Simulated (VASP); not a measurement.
A run of VASP 6.6.1 is set up as follows.

INCAR

```
SYSTEM = ReBPt
PREC = Accurate
ENCUT = 520
EDIFF = 1E-6
ISMEAR = 0
SIGMA = 0.1
LREAL = .FALSE.
LASPH = .TRUE.
NELM = 80
ALGO = Normal
ISIF = 2
LWAVE = .FALSE.
LCHARG = .FALSE.
GGA = PE
NBANDS = 17
```

The input KPOINTS:

```
regular mesh
0
G
  6 6 6
  0 0 0
```

The input POSCAR:

```
ReBPt
1.0
    3.7619046800      0.0000000000      0.0000000000
   -1.8809523400      3.2579050200      0.0000000000
    0.0000000000      0.0000000000      3.3016138400
Re B Pt
1 1 1
Direct
    0.0000000000      0.0000000000      0.5000000000
    0.3333333300      0.6666666700      0.5000000000
    0.6666666700      0.3333333300      0.0000000000
```

Potentials or basis: VASP PAW PBE potentials, release 64 (Re, B, Pt).

Run with:

```sh
$ cat potpaw_PBE.64/Re/POTCAR potpaw_PBE.64/B/POTCAR potpaw_PBE.64/Pt/POTCAR > POTCAR
$ mpirun -np 1 vasp_std > vasp.out
```

Problem. Predict the pressure.

Solution. -5.2 GPa.

Problem. Estimate the band gap on the k mesh.

Solution. Zero (band 10 reaches 9.20 eV, above the bottom of band 11 at 7.14 eV).

Stress tensor (GPa, compression positive):
```
-5.45  0.00  0.00
 0.00 -5.45  0.00
 0.00  0.00 -4.57
```

Caveat: spin-orbit coupling is left out, which moves the levels of the heavy elements.
